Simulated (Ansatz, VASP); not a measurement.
**Al2Pt: VASP beside Ansatz**

```
CELL_PARAMETERS angstrom
0.00000 2.95140 2.95140
2.95140 0.00000 2.95140
2.95140 2.95140 0.00000
ATOMIC_POSITIONS crystal
Al 0.25000 0.25000 0.25000
Al 0.75000 0.75000 0.75000
Pt 0.00000 0.00000 0.00000
```

Alike in both runs: functional r2SCAN; k mesh 9 × 9 × 9; occupations fermi-dirac, width 0.1 eV; no spin polarisation.

Ansatz relaxed the structure, and its values are those at the end. VASP's run is a single point on that final structure, the one shown.

|  | VASP | Ansatz |
| --- | --- | --- |
| version | VASP 6.6.1 | Ansatz 0.2.0 |
| potentials or method | VASP PAW PBE potentials, release 64 (Al, Pt), cutoff 520 eV | PAW plane waves |
| valence electrons in the cell | 16 | 24 |

Ansatz gave:

| Item | Value |
| --- | --- |
| gap on the k mesh at the Fermi level (eV) | none |
| pressure (GPa) | 0.0 |

Question: Estimate VASP's values.

Answer: gap on the k mesh at the Fermi level (eV): none; pressure (GPa): -0.2.

VASP's potentials were made for PBE, not for r2SCAN. A gap of «none» marks a metal or a gap that the smearing closes. The functional is the same, so the differences come from potentials, cutoffs and numerics. VASP's potentials hold 16 valence electrons a cell and Ansatz's 24, so a difference there can come from the potentials and not from the codes.

Neither program's run includes spin-orbit coupling.
